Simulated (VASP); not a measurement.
# Si (Fmm2) in VASP: single point with LDA

Aim: the single point of Si with LDA.

Everything below comes from runs of VASP 6.6.1. Logs are shortened: lines on timing, memory, paths and dates and some standing lists are left out, and cuts for length are marked.

## 1. The cell of the first run

The structure is orthorhombic, space group Fmm2 (No. 42). The conventional cell has a = 3.817 Å, b = 9.337 Å, c = 32.410 Å, α = 90.00°, β = 90.00°, γ = 90.00°. Si (site symmetry m) has 4 Si at 2.33 to 2.36 Å within 3.1 Å. Within 3.1 Å of Si (site symmetry m) lie 3 Si at 2.33 to 2.36 Å. Within 3.1 Å of Si (site symmetry m) lie 4 Si at 2.33 to 2.36 Å. Si (site symmetry mm2) has 2 Si at 2.33 Å within 3.1 Å. Si (site symmetry mm2) has 4 Si at 2.33 to 2.36 Å within 3.1 Å. Si (site symmetry mm2) has 4 Si at 2.33 to 2.36 Å within 3.1 Å. Si (site symmetry mm2) has 4 Si at 2.33 to 2.36 Å within 3.1 Å. Si (site symmetry mm2) has 4 Si at 2.33 to 2.36 Å within 3.1 Å.

## 2. Single point, LDA

INCAR reads:

```
PREC = Accurate ; ENCUT = 520
EDIFF = 1E-7 ; ISMEAR = 0
SIGMA = 0.03 ; LREAL = F
LASPH = T ; NELM = 100
ALGO = Normal ; ISIF = 2
LWAVE = F ; LCHARG = F
GGA = CA ; ISYM = 0
NBANDS = 36
```

KPOINTS reads:

```
Automatic mesh
0
Gamma
  9 7 3
```

POSCAR reads:

```
Si
1.0
    0.0000000000      0.0000000000     -3.8165079742
   -3.3010168595     -3.3010168595     -1.9082539871
  -11.4586854970     11.4586854970      1.9082539871
Si
12
Direct
    0.8269310402      0.6423091254      0.2365712058
    0.1150109304      0.6423091254      0.8127309861
    0.4709709853      0.6423091254      0.5246510960
    0.4692401656      0.3576908746      0.2365712058
    0.7573200558      0.3576908746      0.8127309861
    0.1132801107      0.3576908746      0.5246510960
    0.0555674318      0.0000000000      0.0515348635
    0.3436473219      0.0000000000      0.6276946438
    0.6996073768      0.0000000000      0.3396147537
    0.2406037741      0.0000000000      0.4216075481
    0.5965638290      0.0000000000      0.1335276579
    0.8846437191      0.0000000000      0.7096874383
```

Potentials or basis: VASP PAW LDA potentials, release 64 (Si).

On the command line:

```
> cat potpaw_LDA.64/Si/POTCAR > POTCAR
> mpirun -np 1 vasp_std > vasp.out
```

OUTCAR:

```text
PREC = Accurate
   ENCUT = 520
   EDIFF = 1E-7
   ISMEAR = 0
   LREAL = F
   LASPH = T
   NELM = 100
   ISIF = 2
   GGA = CA
   ISYM = 0

 ion  position               nearest neighbor table
   1  0.827  0.642  0.237-   4 2.33   4 2.33   9 2.36  11 2.36
   2  0.115  0.642  0.813-   5 2.33   5 2.33  12 2.36
   3  0.471  0.642  0.525-   6 2.33   6 2.33   8 2.36  10 2.36
   4  0.469  0.358  0.237-   1 2.33   1 2.33  11 2.36   9 2.36
   5  0.757  0.358  0.813-   2 2.33   2 2.33  12 2.36
   6  0.113  0.358  0.525-   3 2.33   3 2.33   8 2.36  10 2.36
   7  0.056  0.000  0.052-  11 2.33  11 2.33
   8  0.344  0.000  0.628-  12 2.33  12 2.33   6 2.36   3 2.36
   9  0.700  0.000  0.340-  10 2.33  10 2.33   4 2.36   1 2.36
  10  0.241  0.000  0.422-   9 2.33   9 2.33   3 2.36   6 2.36
  11  0.597  0.000  0.134-   7 2.33   7 2.33   1 2.36   4 2.36
  12  0.885  0.000  0.710-   8 2.33   8 2.33   2 2.36   5 2.36

IMPORTANT INFORMATION: All symmetrisations will be switched off!
NOSYMM: (Re-)initialisation of all symmetry stuff for point group C_1.

----------------------------------------------------------------------------------------

                                     Primitive cell

  volume of cell :     288.7212

  direct lattice vectors                    reciprocal lattice vectors
     0.000000000  0.000000000 -3.816507974     0.053916728  0.097551750 -0.262019628
    -3.301016859 -3.301016859 -1.908253987    -0.151468478 -0.151468478  0.000000000
   -11.458685497 11.458685497  1.908253987    -0.043635023  0.043635023  0.000000000

  length of vectors
     3.816507974  5.043298315 16.316996657     0.284741362  0.214208776  0.061709241

  position of ions in fractional coordinates (direct lattice)
     0.826931040  0.642309125  0.236571206
     0.115010930  0.642309125  0.812730986
     0.470970985  0.642309125  0.524651096
     0.469240166  0.357690875  0.236571206
     0.757320056  0.357690875  0.812730986
     0.113280111  0.357690875  0.524651096
     0.055567432  0.000000000  0.051534864
     0.343647322  0.000000000  0.627694644
     0.699607377  0.000000000  0.339614754
     0.240603774  0.000000000  0.421607548
     0.596563829  0.000000000  0.133527658
     0.884643719  0.000000000  0.709687438

  ion indices of the primitive-cell ions
   primitive index   ion index
                 1           1
                 2           2
                 3           3
                 4           4
                 5           5
                 6           6
                 7           7
                 8           8
                 9           9
                10          10
                11          11
                12          12

----------------------------------------------------------------------------------------

 KPOINTS: Automatic mesh

Automatic generation of k-mesh.
 Grid dimensions read from file:
 generate k-points for:    9    7    3

 Generating k-lattice:

  Cartesian coordinates                     Fractional coordinates (reciprocal lattice)
     0.005990748  0.010839083 -0.029113292     0.111111111  0.000000000  0.000000000
    -0.021638354 -0.021638354  0.000000000     0.000000000  0.142857143  0.000000000
    -0.014545008  0.014545008  0.000000000     0.000000000  0.000000000  0.333333333

  Length of vectors
     0.031637929  0.030601254  0.020569747

  Shift w.r.t. Gamma in fractional coordinates (k-lattice)
     0.000000000  0.000000000  0.000000000

 -----------------------------------------------------------------------------
|                                                                             |
|           W    W    AA    RRRRR   N    N  II  N    N   GGGG   !!!           |
|           W    W   A  A   R    R  NN   N  II  NN   N  G    G  !!!           |
|           W    W  A    A  R    R  N N  N  II  N N  N  G       !!!           |
|           W WW W  AAAAAA  RRRRR   N  N N  II  N  N N  G  GGG   !            |
|           WW  WW  A    A  R   R   N   NN  II  N   NN  G    G                |
|           W    W  A    A  R    R  N    N  II  N    N   GGGG   !!!           |
|                                                                             |
|     Your reciprocal lattice and k-lattice belong to different lattice       |
|     classes:                                                                |
|                                                                             |
|        The reciprocal lattice is body-centered orthorhombic,                |
|        whereas your k-lattice is triclinic.                                 |
|                                                                             |
|     Results are often still useful ...                                      |
|                                                                             |
 -----------------------------------------------------------------------------

 WARNING: IBZKPT: internal override: KBLOWUP is changed to .FALSE.
      ... skipping the blow-up phase ...

 Subroutine IBZKPT returns following result:
 ===========================================

 Found     95 irreducible k-points:

 Following reciprocal coordinates:
            Coordinates               Weight
  0.000000  0.000000  0.000000      1.000000
  0.111111  0.000000 -0.000000      2.000000
  0.222222  0.000000  0.000000      2.000000
  0.333333  0.000000  0.000000      2.000000
  0.444444  0.000000  0.000000      2.000000
  0.000000  0.142857  0.000000      2.000000
[... 16 lines left out ...]
 -0.111111  0.285714 -0.000000      2.000000
  0.000000  0.428571  0.000000      2.000000
 [... further k-points ...]
   k-points           NKPTS =     95   k-points in BZ     NKDIM =     95   number of bands    NBANDS=     36
   number of dos      NEDOS =    301   number of ions     NIONS =     12
   total plane-waves  NPLWV = 141120
   dimension x,y,z NGX =    28 NGY =   40 NGZ =  126
   dimension x,y,z NGXF=    56 NGYF=   80 NGZF=  252
   ions per type =              12
   NGX,Y,Z   is equivalent  to a cutoff of  12.20, 13.19, 12.84 a.u.
   NGXF,Y,Z  is equivalent  to a cutoff of  24.39, 26.37, 25.68 a.u.
 SYSTEM =  unknown system
   PREC   = accura    normal or accurate (medium, high low for compatibility)
   ISTART =      0    job   : 0-new  1-cont  2-samecut
   ICHARG =      2    charge: 1-file 2-atom 10-const
   ISPIN  =      1    spin polarized calculation?
   LNONCOLLINEAR =      F non collinear calculations
   LSORBIT =      F    spin-orbit coupling
   LASPH  =      T    aspherical Exc in radial PAW
   ENCUT  =  520.0 eV  38.22 Ry    6.18 a.u.   7.10  9.38 30.34*2*pi/ulx,y,z
   NELM   =    100;   NELMIN=  2; NELMDL= -5     # of ELM steps
   EDIFF  = 0.1E-06   stopping-criterion for ELM
   LREAL  =      F    real-space projection
   EDIFFG = 0.1E-05   stopping-criterion for IOM
   NSW    =      0    number of steps for IOM
   IBRION =     -1    ionic relax: 0-MD 1-quasi-New 2-CG
   NFREE  =      0    steps in history (QN), initial steepest desc. (CG)
   ISIF   =      2    stress and relaxation
   ISYM   =      0    0-nonsym 1-usesym 2-fastsym
   POTIM  = 0.5000    time-step for ionic-motion
   TEBEG  =    0.0;   TEEND  =   0.0 temperature during run
   PSTRESS=    0.0 pullay stress
   NELECT =      48.0000    total number of electrons
   NUPDOWN=      -1.0000    fix difference up-down
   EMIN   =  10.00;   EMAX   =-10.00  energy-range for DOS
   EFERMI =   0.00;   METHOD = LEGACY
   ISMEAR =     0;   SIGMA  =   0.03  broadening in eV -4-tet -1-fermi 0-gaus
   EFERMI_NEDOS =   21; number of points for ismear=-14 and -15
   IALGO  =     38    algorithm
   IMIX   =      4    mixing-type and parameters
     AMIX     =   0.40;   BMIX     =  1.00
     AMIX_MAG =   1.60;   BMIX_MAG =  1.00
  volume/ion in A,a.u.               =      24.06       162.37
  Fermi-wavevector in a.u.,A,eV,Ry     =   0.900179  1.701092 11.025110  0.810323
  Thomas-Fermi vector in A             =   2.023105
   LORBIT       =      0    0 simple, 1 ext, 2 COOP (PROOUT), +10 PAW based schemes
   GGA     = CA    functional components
   LHFCALC =     F    Hartree Fock is set to
   AEXX    =    0.0000 exact exchange contribution
   IVDW    =     0    specifies the selected vdW correction
   LEPSILON=     F    determine dielectric tensor
   LRPA    =     F    only Hartree local field effects (RPA)
 non-spin polarized calculation
 Gauss-broadening in eV      SIGMA  =   0.03
  energy-cutoff  :      520.00
  volume of cell :      288.72
 maximum number of plane-waves:      7816
   NGX = 15   NGY = 19   NGZ = 61

 number of electron      47.9999999 magnetization

 Free energy of the ion-electron system (eV)
  ---------------------------------------------------
  ext. energy  EPLUGINS =         0.00000000
  ---------------------------------------------------
  free energy    TOTEN  =       -66.08594518 eV

  energy without entropy =      -66.08430810  energy(sigma->0) =      -66.08512664

 E-fermi :   4.0213     XC(G=0):  -8.7432

 val. band max:        4.0198176896   @ k =   0.4444   0.1429   0.3333
 cond. band min:       4.0224458686   @ k =   0.1111  -0.2857   0.3333
 fundamental gap:      0.0026281791
 Fermi energy:         4.0212644199

 k-point     1 :       0.0000    0.0000    0.0000
  band No.  band energies     occupation
      1      -7.9108      2.00000
      2      -7.4921      2.00000
      3      -6.7733      2.00000
      4      -5.6370      2.00000
      5      -4.8032      2.00000
      6      -3.9877      2.00000
[... 28 lines left out ...]
     35       6.4924      0.00000
     36       6.8917      0.00000
[... 866 lines left out ...]
      6      -5.4589      2.00000
[... 28 lines left out ...]
     35       8.0562      0.00000
     36       8.2769      0.00000

 [... further k-points ...]

------------------------ aborting loop because EDIFF is reached ----------------------------------------

  FORCE on cell =-STRESS in cart. coord.  units (eV):
  Direction    XX          YY          ZZ          XY          YZ          ZX
  --------------------------------------------------------------------------------------
  -------------------------------------------------------------------------------------
  Total       -2.7412938     -2.7391410     -1.6202127      0.1178352      0.0272518      0.0086742
  in kB      -15.2120397    -15.2000932     -8.9909150      0.6538932      0.1512261      0.0481352
  external PRESSURE =     -13.1343493 kB  Pullay stress =       0.0000000 kB

 VOLUME and BASIS-vectors are now :
 -----------------------------------------------------------------------------
  energy-cutoff  :      520.00
  volume of cell :      288.72
      direct lattice vectors                 reciprocal lattice vectors
     0.000000000  0.000000000 -3.816507974     0.053916728  0.097551750 -0.262019628
    -3.301016859 -3.301016859 -1.908253987    -0.151468478 -0.151468478  0.000000000
   -11.458685497 11.458685497  1.908253987    -0.043635023  0.043635023  0.000000000

 POSITION                                       TOTAL-FORCE (eV/Angst)
 -----------------------------------------------------------------------------------
     -4.83107      0.59052     -3.93024        -0.033598      0.188667      0.002538
    -11.43310      7.19256     -0.11373         0.245066      0.337665      0.007165
     -8.13209      3.89154     -2.02199         0.017222      0.059970      0.001313
     -3.89154      1.53005     -2.02199        -0.186634      0.032500     -0.002673
    -10.49357      8.13209     -2.02199        -0.336583     -0.245587     -0.005955
     -7.19256      4.83107     -0.11373        -0.060745     -0.016685     -0.001252
     -0.59052      0.59052     -0.11373         0.488374     -0.487714      0.001010
     -7.19256      7.19256     -0.11373        -0.009585      0.009242      0.003152
     -3.89154      3.89154     -2.02199        -0.008940      0.009749      0.001700
     -4.83107      4.83107     -0.11373         0.007936     -0.007411     -0.002393
     -1.53005      1.53005     -2.02199         0.121280     -0.123590     -0.001544
     -8.13209      8.13209     -2.02199        -0.243793      0.243194     -0.003061
 -----------------------------------------------------------------------------------
    total drift:                               -0.000023     -0.000068      0.000214

  FREE ENERGIE OF THE ION-ELECTRON SYSTEM (eV)
  ---------------------------------------------------
  free  energy   TOTEN  =       -66.0859451785 eV

  energy  without entropy=      -66.0843081004  energy(sigma->0) =      -66.08512664
```

Run time: 12 min. Hardware: 1 thread of AMD EPYC 9R45 (Zen 5), shared host; peak memory 0.69 GiB.

What came out:

- Free energy: -66.0859 eV
- Pressure: -1.3 GPa
- Largest force: 0.690 eV/Å
- Band gap on the k mesh: zero (band 24 reaches 4.34 eV, above the bottom of band 25 at 3.93 eV)

Forces in eV/Å, atoms in the order of the input:
```
Si  -0.034  0.189  0.003
Si   0.245  0.338  0.007
Si   0.017  0.060  0.001
Si  -0.187  0.033 -0.003
Si  -0.337 -0.246 -0.006
Si  -0.061 -0.017 -0.001
Si   0.488 -0.488  0.001
Si  -0.010  0.009  0.003
Si  -0.009  0.010  0.002
Si   0.008 -0.007 -0.002
Si   0.121 -0.124 -0.002
Si  -0.244  0.243 -0.003
```
